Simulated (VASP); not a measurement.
Wanted: the native input for a VASP 6.6.1 run.

* Task: single point
* Functional: PBE
* Potentials or basis: VASP PAW PBE potentials, release 64 (Mg, I)
* Cutoff: 520 eV
* k mesh: 4 × 4 × 4
* Occupations: gaussian, width 0.1 eV
* Spin: no spin polarisation
* Dipole correction: no
* Further INCAR settings: ALGO = Normal; EDIFF = 1e-07; NBANDS = 24

The structure of Mg4I3 lies in POSCAR:

```
Mg4I3
1.0
    6.3408074089      0.0000000000      0.0000000000
    0.0000000000      6.3408074089      0.0000000000
    0.0000000000      0.0000000000      6.3408074089
Mg I
4 3
Direct
    0.5000000000      0.5000000000      0.5000000000
    0.5000000000      0.0000000000      0.0000000000
    0.0000000000      0.5000000000      0.0000000000
    0.0000000000      0.0000000000      0.5000000000
    0.5000000000      0.5000000000      0.0000000000
    0.0000000000      0.5000000000      0.5000000000
    0.5000000000      0.0000000000      0.5000000000
```

The input as run:

INCAR

```
PREC = Accurate
ENCUT = 520
EDIFF = 1E-7
ISMEAR = 0
SIGMA = 0.1
LREAL = False
LASPH = True
NELM = 60
ALGO = Normal
ISIF = 2
LWAVE = False
LCHARG = False
GGA = PE
NBANDS = 24
```

KPOINTS

```
Automatic mesh
0
Gamma
  4 4 4
```

Potentials or basis: VASP PAW PBE potentials, release 64 (Mg, I).

Launch:

```sh
$ cat potpaw_PBE.64/Mg/POTCAR potpaw_PBE.64/I/POTCAR > POTCAR
$ mpirun -np 1 vasp_std > vasp.out
```

It gave:

| Property | Result |
| --- | --- |
| Pressure | 0.1 GPa |

Caveat: an odd number of electrons without spin polarisation forces a metal; a magnetic or distorted state may lie lower.

It took 71 s on 1 thread of Oxide Virtual Turin-like Processor, with other jobs on the host, peak memory 0.3 GiB.
